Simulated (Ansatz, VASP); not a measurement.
One calculation of WS2, two programs

```
CELL_PARAMETERS angstrom
3.14613 0.00000 0.00000
-1.57307 2.72463 0.00000
0.00000 0.00000 12.69173
ATOMIC_POSITIONS crystal
W 0.33333 0.66667 0.25000
W 0.66667 0.33333 0.75000
S 0.36671 0.66667 0.62649
S 0.70004 0.33333 0.12649
S 0.29996 0.66667 0.87351
S 0.63329 0.33333 0.37351
```

Change from the starting cell: mode 9 (295.6 1/cm) frozen in, largest displacement +0.105 Å.

Alike in both runs: task single point; functional PBEsol; k mesh 12 × 12 × 2; occupations gaussian, width 0.05 eV; no spin polarisation.

```csv
,VASP,Ansatz
version,VASP 6.6.1,Ansatz 0.2.0
potentials or method,"VASP PAW PBE potentials, release 64 (W_sv, S), cutoff 520 eV","scalar-relativistic, plane waves, PAW"
valence electrons in the cell,52,52
```

```csv
,VASP,Ansatz,Ansatz less VASP
gap on the k mesh at the Fermi level (eV),1.08,1.06,-0.014
least direct gap on the mesh (eV),1.84,1.83,-0.004
pressure (GPa),0.9,0.7,-0.12
"traceless stress, the component that is largest in VASP (GPa)",9.74,9.72,-0.020
rms of the force components (eV/Å),0.521,0.518,-0.0024
```

VASP's potentials were made for PBE, not for PBEsol. Atom by atom the forces differ by 0.010 eV/Å (rms over components).

Neither program's run includes spin-orbit coupling.
